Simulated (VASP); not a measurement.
Wanted: the native input for a VASP 6.6.1 run.

```yaml
Task: single point
Functional: LDA
Potentials_or_basis: VASP PAW LDA potentials, release 64 (Bi_d, Te)
Cutoff: 520 eV
k_mesh: 7 × 7 × 7
Occupations: fermi-dirac, width 0.05 eV
Spin: no spin polarisation
Dipole_correction: no
Further_INCAR_settings: ALGO = Normal; EDIFF = 1e-07; NBANDS = 32
```

The structure of Bi2Te3 lies in POSCAR:

```
Bi2Te3
1.0
    2.1930000000      1.2661291403     10.1656666667
   -2.1930000000      1.2661291403     10.1656666667
    0.0000000000     -2.5322582807     10.1656666667
Bi Te
2 3
Direct
    0.6000000000      0.6000000000      0.6000000000
    0.4000000000      0.4000000000      0.4000000000
    0.7905000000      0.7905000000      0.7905000000
    0.2095000000      0.2095000000      0.2095000000
    0.0000000000      0.0000000000      0.0000000000
```

These files were run (other wordings do the same):

INCAR

```
  ALGO = Normal
  EDIFF = 1E-7
  ENCUT = 520
  GGA = CA
  ISIF = 2
  ISMEAR = -1
  LASPH = T
  LCHARG = F
  LREAL = F
  LWAVE = F
  NBANDS = 32
  NELM = 60
  PREC = Accurate
  SIGMA = 0.05
```

KPOINTS

```
k-points
0
Gamma
  7 7 7
```

Potentials or basis: VASP PAW LDA potentials, release 64 (Bi_d, Te).

The run is started by

```sh
$ cat potpaw_LDA.64/Bi_d/POTCAR potpaw_LDA.64/Te/POTCAR > POTCAR
$ mpirun -np 1 vasp_std > vasp.out
```

Results of the run:

```json
{
  "Pressure": "-1.7 GPa",
  "Largest force": "0.155 eV/Å",
  "Band gap on the k mesh": "0.20 eV"
}
```

Caveat: spin-orbit coupling is left out, which moves the levels of the heavy elements; an odd mesh through Γ misses points on the zone boundary, where band edges can lie.

Run time: 28 min on 1 thread of Intel Xeon 8259CL (shared host), peak memory 0.77 GiB.
